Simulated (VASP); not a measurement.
**CdS: single point with r2SCAN**

The system is CdS.

```xyz
4
Lattice="4.0805 0.0000 0.0000 -2.0403 3.5338 0.0000 0.0000 0.0000 6.8950" Properties=species:S:1:pos:R:3 pbc="T T T"
Cd    0.0000    2.3559    0.0251
Cd    2.0403    1.1779    3.4725
S     0.0000    2.3559    2.5606
S     2.0403    1.1779    6.0080
```

This cell differs from its parent crystal: in-plane strain -0.02, then relaxed in part.

```json
{
  "Program": "VASP 6.6.1",
  "Task": "single point",
  "Functional": "r2SCAN",
  "Potentials or basis": "VASP PAW PBE potentials, release 64 (Cd, S)",
  "Cutoff": "520 eV",
  "k mesh": "6 × 6 × 4",
  "Occupations": "gaussian, width 0.01 eV",
  "Spin": "no spin polarisation"
}
```

| Item | Value |
| --- | --- |
| Pressure | 1.6 GPa |
| Largest force | 0.005 eV/Å |
| Band gap on the k mesh | 1.58 eV |

Forces in eV/Å, atoms in the order of the input:
```
Cd   0.000  0.000  0.005
Cd   0.000  0.000  0.005
S    0.000  0.000 -0.005
S    0.000  0.000 -0.005
```

Stress tensor (GPa, compression positive):
```
2.27 0.00 0.00
0.00 2.27 0.00
0.00 0.00 0.34
```

Levels at points of the mesh, in eV from the valence-band top:
| k point | band 14 | band 15 | band 16 | band 17 | band 18 | band 19 | band 20 | band 21 | band 22 | band 23 |
| --- | --- | --- | --- | --- | --- | --- | --- | --- | --- | --- |
| (0.00, 0.00, 0.00) | -0.73 | -0.73 | -0.19 | 0.00 | 0.00 | 1.58 | 3.50 | 6.93 | 7.13 | 7.13 |
| (0.50, 0.00, 0.00) | -3.59 | -2.80 | -1.86 | -1.45 | -0.76 | 4.09 | 4.39 | 5.20 | 6.64 | 7.38 |
| (0.00, 0.00, 0.50) | -2.67 | -0.38 | -0.38 | -0.38 | -0.38 | 3.36 | 3.36 | 6.50 | 6.50 | 7.48 |
| (0.50, 0.00, 0.50) | -4.21 | -1.54 | -1.54 | -1.34 | -1.34 | 3.73 | 3.73 | 5.78 | 5.78 | 8.32 |

Run time: 120 s on 1 thread of AMD EPYC 9R45 96-Core Processor (Zen 5), with other jobs on the host, peak memory 0.21 GiB.

Caveat: the cell differs from its parent crystal (in-plane strain -0.02, then relaxed in part); the PAW data sets were made with another functional, which shifts forces and pressure a little.
